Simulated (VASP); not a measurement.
# W (Im-3m) in VASP: a series of runs

The runs below take W through single point, relaxation of cell and atoms, with r2SCAN.

Everything below comes from runs of VASP 6.6.1. Logs are shortened: lines on timing, memory, paths and dates and some standing lists are left out, and cuts for length are marked.

**1. The cell of the first run**

It takes space group Im-3m (No. 229, cubic). Conventional cell: a = 3.169 Å, b = 3.169 Å, c = 3.169 Å, α = 90.00°, β = 90.00°, γ = 90.00°. W (site symmetry m-3m) has 14 W at 2.74 to 3.17 Å within 3.6 Å.

**2. Single point, r2SCAN**

POSCAR

```
W
1.0
   -1.5844761522      1.5844761522      1.5844761522
    1.5844761522     -1.5844761522      1.5844761522
    1.5844761522      1.5844761522     -1.5844761522
W
1
Direct
    0.0000000000      0.0000000000      0.0000000000
```

INCAR.step1

```
SYSTEM = W
PREC = Accurate
ENCUT = 520
ISMEAR = 0
SIGMA = 0.1
LREAL = .False.
LASPH = .True.
NELM = 80
NBANDS = 13
GGA = PE
ALGO = Normal
EDIFF = 1E-4
LWAVE = .True.
LCHARG = .False.
```

INCAR.step2

```
SYSTEM = W
PREC = Accurate
ENCUT = 520
EDIFF = 1E-6
ISMEAR = 0
SIGMA = 0.1
LREAL = .False.
LASPH = .True.
NELM = 80
ALGO = Normal
ISIF = 2
LWAVE = .False.
LCHARG = .True.
METAGGA = R2SCAN
LMIXTAU = .True.
LELF = .True.
LVHAR = .True.
NBANDS = 13
ISTART = 1
```

KPOINTS

```
regular mesh
0
Gamma
  18 18 18
  0 0 0
```

Potentials or basis: VASP PAW PBE potentials, release 64 (W_sv).

Command:

```
cat potpaw_PBE.64/W_sv/POTCAR > POTCAR
cp INCAR.step1 INCAR
mpirun -np 1 vasp_std > vasp.out
cp INCAR.step2 INCAR
mpirun -np 1 vasp_std > vasp.out
```

OUTCAR:

```text
SYSTEM = W
   PREC = Accurate
   ENCUT = 520
   EDIFF = 1E-6
   ISMEAR = 0
   LREAL = .False.
   LASPH = .True.
   NELM = 80
   ISIF = 2
   METAGGA = R2SCAN
   ISTART = 1

 ion  position               nearest neighbor table
   1  0.000  0.000  0.000-

  LATTYP: Found a body centered cubic cell.
 ALAT       =     3.1689523044

  Lattice vectors:

 A1 = (  -1.5844761522,   1.5844761522,   1.5844761522)
 A2 = (   1.5844761522,  -1.5844761522,   1.5844761522)
 A3 = (   1.5844761522,   1.5844761522,  -1.5844761522)

Analysis of symmetry for initial positions (statically):
=====================================================================
 Subroutine PRICEL returns:
 Original cell was already a primitive cell.

 Routine SETGRP: Setting up the symmetry group for a
 body centered cubic supercell.

 Subroutine GETGRP returns: Found 48 space group operations
 (whereof 48 operations were pure point group operations)
 out of a pool of 48 trial point group operations.

The static configuration has the point symmetry O_h .

Analysis of symmetry for dynamics (positions and initial velocities):
=====================================================================
 Subroutine PRICEL returns:
 Original cell was already a primitive cell.

 Routine SETGRP: Setting up the symmetry group for a
 body centered cubic supercell.

 Subroutine GETGRP returns: Found 48 space group operations
 (whereof 48 operations were pure point group operations)
 out of a pool of 48 trial point group operations.

The dynamic configuration has the point symmetry O_h .

 Subroutine INISYM returns: Found 48 space group operations
 (whereof 48 operations are pure point group operations),
 and found     1 'primitive' translations

----------------------------------------------------------------------------------------

                                     Primitive cell

  volume of cell :      15.9117

  direct lattice vectors                    reciprocal lattice vectors
    -1.584476152  1.584476152  1.584476152     0.000000000  0.315561707  0.315561707
     1.584476152 -1.584476152  1.584476152     0.315561707  0.000000000  0.315561707
     1.584476152  1.584476152 -1.584476152     0.315561707  0.315561707  0.000000000

  length of vectors
     2.744393199  2.744393199  2.744393199     0.446271646  0.446271646  0.446271646

  position of ions in fractional coordinates (direct lattice)
     0.000000000  0.000000000  0.000000000

  ion indices of the primitive-cell ions
   primitive index   ion index
                 1           1

----------------------------------------------------------------------------------------

 KPOINTS: regular mesh

Automatic generation of k-mesh.
 Grid dimensions read from file:
 generate k-points for:   18   18   18

 Generating k-lattice:

  Cartesian coordinates                     Fractional coordinates (reciprocal lattice)
     0.000000000  0.017531206  0.017531206     0.055555556  0.000000000  0.000000000
     0.017531206  0.000000000  0.017531206     0.000000000  0.055555556  0.000000000
     0.017531206  0.017531206  0.000000000     0.000000000  0.000000000  0.055555556

  Length of vectors
     0.024792869  0.024792869  0.024792869

  Shift w.r.t. Gamma in fractional coordinates (k-lattice)
     0.000000000  0.000000000  0.000000000

 Subroutine IBZKPT returns following result:
 ===========================================

 Found    195 irreducible k-points:

 Following reciprocal coordinates:
            Coordinates               Weight
  0.000000  0.000000  0.000000      1.000000
  0.055556  0.000000  0.000000     12.000000
  0.111111  0.000000  0.000000     12.000000
  0.166667  0.000000  0.000000     12.000000
  0.222222  0.000000  0.000000     12.000000
  0.277778  0.000000  0.000000     12.000000
[... 16 lines left out ...]
  0.333333  0.111111 -0.000000     48.000000
  0.388889  0.111111 -0.000000     48.000000
 [... further k-points ...]
   k-points           NKPTS =    195   k-points in BZ     NKDIM =    195   number of bands    NBANDS=     13
   number of dos      NEDOS =    301   number of ions     NIONS =      1
   total plane-waves  NPLWV =   8000
   dimension x,y,z NGX =    20 NGY =   20 NGZ =   20
   dimension x,y,z NGXF=    40 NGYF=   40 NGZF=   40
   ions per type =               1
   NGX,Y,Z   is equivalent  to a cutoff of  12.12, 12.12, 12.12 a.u.
   NGXF,Y,Z  is equivalent  to a cutoff of  24.23, 24.23, 24.23 a.u.
 SYSTEM =  W
   PREC   = accura    normal or accurate (medium, high low for compatibility)
   ISTART =      1    job   : 0-new  1-cont  2-samecut
   ICHARG =      0    charge: 1-file 2-atom 10-const
   ISPIN  =      1    spin polarized calculation?
   LNONCOLLINEAR =      F non collinear calculations
   LSORBIT =      F    spin-orbit coupling
   LASPH  =      T    aspherical Exc in radial PAW
   ENCUT  =  520.0 eV  38.22 Ry    6.18 a.u.   5.10  5.10  5.10*2*pi/ulx,y,z
   NELM   =     80;   NELMIN=  2; NELMDL=  0     # of ELM steps
   EDIFF  = 0.1E-05   stopping-criterion for ELM
   LREAL  =      F    real-space projection
   EDIFFG = 0.1E-04   stopping-criterion for IOM
   NSW    =      0    number of steps for IOM
   IBRION =     -1    ionic relax: 0-MD 1-quasi-New 2-CG
   NFREE  =      0    steps in history (QN), initial steepest desc. (CG)
   ISIF   =      2    stress and relaxation
   ISYM   =      2    0-nonsym 1-usesym 2-fastsym
   POTIM  = 0.5000    time-step for ionic-motion
   TEBEG  =    0.0;   TEEND  =   0.0 temperature during run
   PSTRESS=    0.0 pullay stress
   NELECT =      14.0000    total number of electrons
   NUPDOWN=      -1.0000    fix difference up-down
   EMIN   =  10.00;   EMAX   =-10.00  energy-range for DOS
   EFERMI =   0.00;   METHOD = LEGACY
   ISMEAR =     0;   SIGMA  =   0.10  broadening in eV -4-tet -1-fermi 0-gaus
   EFERMI_NEDOS =   21; number of points for ismear=-14 and -15
   IALGO  =     38    algorithm
   IMIX   =      4    mixing-type and parameters
     AMIX     =   0.40;   BMIX     =  1.00
     AMIX_MAG =   1.60;   BMIX_MAG =  1.00
  volume/ion in A,a.u.               =      15.91       107.38
  Fermi-wavevector in a.u.,A,eV,Ry     =   1.568719  2.964449 33.482293  2.460879
  Thomas-Fermi vector in A             =   2.670708
   LORBIT       =      0    0 simple, 1 ext, 2 COOP (PROOUT), +10 PAW based schemes
   METAGGA = R2SCAN    functional components
   LHFCALC =     F    Hartree Fock is set to
   AEXX    =    0.0000 exact exchange contribution
   IVDW    =     0    specifies the selected vdW correction
   LEPSILON=     F    determine dielectric tensor
   LRPA    =     F    only Hartree local field effects (RPA)
 non-spin polarized calculation
 Gauss-broadening in eV      SIGMA  =   0.10
  energy-cutoff  :      520.00
  volume of cell :       15.91
 maximum number of plane-waves:       444
   NGX = 11   NGY = 11   NGZ = 11

 number of electron      14.0000003 magnetization

 Free energy of the ion-electron system (eV)
  ---------------------------------------------------
  ext. energy  EPLUGINS =         0.00000000
  ---------------------------------------------------
  free energy    TOTEN  =       -51.34762121 eV

  energy without entropy =      -51.34402174  energy(sigma->0) =      -51.34582148

 E-fermi :  11.2288     XC(G=0): -14.9337

 val. band max:       11.2187786053   @ k =  -0.1667   0.1667   0.0556
 cond. band min:      11.2407698600   @ k =  -0.3889   0.3889   0.2778
 fundamental gap:      0.0219912547
 Fermi energy:        11.2288038593

 k-point     1 :       0.0000    0.0000    0.0000
  band No.  band energies     occupation
      1     -64.8771      2.00000
      2     -27.7435      2.00000
      3     -27.7435      2.00000
      4     -27.7435      2.00000
      5       1.1277      2.00000
      6       9.9614      2.00000
      7       9.9614      2.00000
      8       9.9614      2.00000
      9      13.7933      0.00000
     10      13.7933      0.00000
     11      26.4854      0.00000
     12      26.4855      0.00000
     13      26.4855      0.00000

 k-point     2 :       0.0556    0.0000    0.0000
  band No.  band energies     occupation
      1     -64.8727      2.00000
      2     -27.7878      2.00000
      3     -27.7572      2.00000
      4     -27.7437      2.00000
      5       1.2835      2.00000
      6       9.8652      2.00000
      7       9.9390      2.00000
      8      10.1110      2.00000
      9      13.6359      0.00000
     10      13.7926      0.00000
     11      26.6185      0.00000
     12      26.7511      0.00000
     13      26.8635      0.00000

 k-point     3 :       0.1111    0.0000    0.0000
  band No.  band energies     occupation
      1     -64.8599      2.00000
      2     -27.9142      2.00000
      3     -27.7965      2.00000
      4     -27.7443      2.00000
      5       1.7339      2.00000
      6       9.5994      2.00000
      7       9.8451      2.00000
      8      10.5545      2.00000
      9      13.2958      0.00000
     10      13.7986      0.00000
     11      26.9501      0.00000
     12      27.5232      0.00000
     13      27.8203      0.00000
[... 305 lines left out ...]
 k-point    23 :       0.3333    0.1111   -0.0000
  band No.  band energies     occupation
      1     -64.7404      2.00000
      2     -28.9232      2.00000
      3     -28.1729      2.00000
      4     -27.8092      2.00000
      5       5.1438      2.00000
      6       7.8110      2.00000
      7       9.7858      2.00000
      8      13.3704      0.00000
      9      14.6625      0.00000
     10      16.7700      0.00000
     11      23.8407      0.00000
     12      25.2218      0.00000
     13      29.8313      0.00000

 k-point    24 :       0.3889    0.1111   -0.0000
  band No.  band energies     occupation
      1     -64.7281      2.00000
      2     -29.0161      2.00000
      3     -28.2185      2.00000
      4     -27.8108      2.00000
      5       5.1508      2.00000
      6       7.6608      2.00000
      7      10.5164      2.00000
      8      13.4772      0.00000
      9      14.8749      0.00000
     10      17.8371      0.00000
     11      22.6999      0.00000
     12      24.4136      0.00000
     13      28.7738      0.00000

 [... further k-points ...]
[... 5 lines left out ...]
  --------------------------------------------------------------------------------------
  -------------------------------------------------------------------------------------
  Total        0.1059868      0.1059868      0.1059868     -0.0000000     -0.0000000      0.0000000
  in kB       10.6719833     10.6719833     10.6719833     -0.0000000     -0.0000000      0.0000000
  external PRESSURE =      10.6719833 kB  Pullay stress =       0.0000000 kB

 VOLUME and BASIS-vectors are now :
 -----------------------------------------------------------------------------
  energy-cutoff  :      520.00
  volume of cell :       15.91
      direct lattice vectors                 reciprocal lattice vectors
    -1.584476152  1.584476152  1.584476152     0.000000000  0.315561707  0.315561707
     1.584476152 -1.584476152  1.584476152     0.315561707  0.000000000  0.315561707
     1.584476152  1.584476152 -1.584476152     0.315561707  0.315561707  0.000000000

 POSITION                                       TOTAL-FORCE (eV/Angst)
 -----------------------------------------------------------------------------------
      0.00000      0.00000      0.00000         0.000000      0.000000      0.000000
 -----------------------------------------------------------------------------------
    total drift:                                0.000000     -0.000000      0.000000

  FREE ENERGIE OF THE ION-ELECTRON SYSTEM (eV)
  ---------------------------------------------------
  free  energy   TOTEN  =       -51.3476212128 eV

  energy  without entropy=      -51.3440217373  energy(sigma->0) =      -51.34582148
```

Wall time 2.2 min (1 thread of Intel Xeon Platinum 8259CL at 2.50GHz (Skylake/Cascade Lake), shared host); peak memory 0.16 GiB.

Results:

```
Free energy            : -51.3476 eV
Pressure               : 1.1 GPa
Band gap on the k mesh : zero (band 7 reaches 16.55 eV, above the bottom of band 8 at 9.96 eV)
```

Levels at points of the mesh, in eV from the Fermi level:
| k point | band 3 | band 4 | band 5 | band 6 | band 7 | band 8 | band 9 | band 10 | band 11 | band 12 |
| --- | --- | --- | --- | --- | --- | --- | --- | --- | --- | --- |
| (0.00, 0.00, 0.00) | -38.97 | -38.97 | -10.10 | -1.27 | -1.27 | -1.27 | 2.56 | 2.56 | 15.26 | 15.26 |
| (0.50, 0.00, 0.00) | -39.41 | -38.98 | -6.53 | -3.72 | 0.52 | 2.40 | 3.45 | 6.32 | 11.61 | 12.07 |
| (0.50, 0.50, 0.50) | -39.92 | -39.92 | -5.98 | -5.98 | 5.32 | 5.32 | 5.32 | 8.52 | 8.52 | 8.52 |

Caveat: the PAW data sets were made with another functional, which shifts forces and pressure a little; spin-orbit coupling is left out, which moves the levels of the heavy elements.

**3. Relaxation of cell and atoms, r2SCAN**

POSCAR

```
W
1.0
   -1.5849475232      1.5849475232      1.5849475232
    1.5849475232     -1.5849475232      1.5849475232
    1.5849475232      1.5849475232     -1.5849475232
W
1
Direct
    0.0000000000      0.0000000000      0.0000000000
```

INCAR.step1

```
SYSTEM = W
ALGO = Normal
EDIFF = 1E-4
ENCUT = 600
GGA = PE
ISMEAR = 0
LASPH = .True.
LCHARG = .False.
LREAL = .False.
LWAVE = .True.
NELM = 100
PREC = Accurate
SIGMA = 0.1
```

INCAR.step2

```
SYSTEM = W
ALGO = Normal
EDIFF = 1E-6
EDIFFG = -0.002
ENCUT = 600
IBRION = 2
ISIF = 3
ISMEAR = 0
ISTART = 1
LASPH = .True.
LCHARG = .False.
LMIXTAU = .True.
LREAL = .False.
LWAVE = .False.
METAGGA = R2SCAN
NELM = 100
NSW = 100
PREC = Accurate
SIGMA = 0.1
```

KPOINTS

```
k-points
0
Gamma
  18 18 18
  0 0 0
```

Potentials or basis: VASP PAW PBE potentials, release 64 (W_sv).

Command:

```
cat potpaw_PBE.64/W_sv/POTCAR > POTCAR
cp INCAR.step1 INCAR
mpirun -np 1 vasp_std > vasp.out
cp INCAR.step2 INCAR
mpirun -np 1 vasp_std > vasp.out
```

Run time: 11 min. Hardware: 1 thread of Intel Xeon Platinum 8259CL at 2.50GHz (Skylake/Cascade Lake), shared host; peak memory 0.19 GiB.

The run converged. Its results:

| Item | Value |
| --- | --- |
| Free energy | -51.3483 eV |
| Relaxed volume | 15.97 Å³/atom |
| Relaxed cell | a = 2.747 Å, b = 2.747 Å, c = 2.747 Å, α = 109.47°, β = 109.47°, γ = 109.47° |
| Space group after relaxing (to 0.05 Å) | Im-3m (No. 229) |
| Energy gained by relaxing | 0.1 meV/atom |
| Ionic steps | 9 |
| Pressure after relaxing | 0.0 GPa |
| Band gap on the k mesh | zero (band 7 reaches 16.47 eV, above the bottom of band 8 at 9.92 eV) |

Final structure:
```yaml
crystal:
  lattice:
    - [-1.58627, 1.58627, 1.58627]
    - [1.58627, -1.58627, 1.58627]
    - [1.58627, 1.58627, -1.58627]
  atoms:
    - { symbol: W, position: [0.00000, 0.00000, 0.00000] }
```

Levels at points of the mesh, in eV from the Fermi level:
```csv
k point,band 4,band 5,band 6,band 7,band 8,band 9,band 10,band 11
"(0.00, 0.00, 0.00)",-38.98,-10.08,-1.26,-1.26,-1.26,2.56,2.56,15.25
"(0.50, 0.00, 0.00)",-38.99,-6.51,-3.71,0.51,2.39,3.43,6.29,11.55
"(0.50, 0.50, 0.50)",-39.92,-5.95,-5.95,5.30,5.30,5.30,8.49,8.49
```

Caveat: the PAW data sets were made with another functional, which shifts forces and pressure a little; spin-orbit coupling is left out, which moves the levels of the heavy elements.
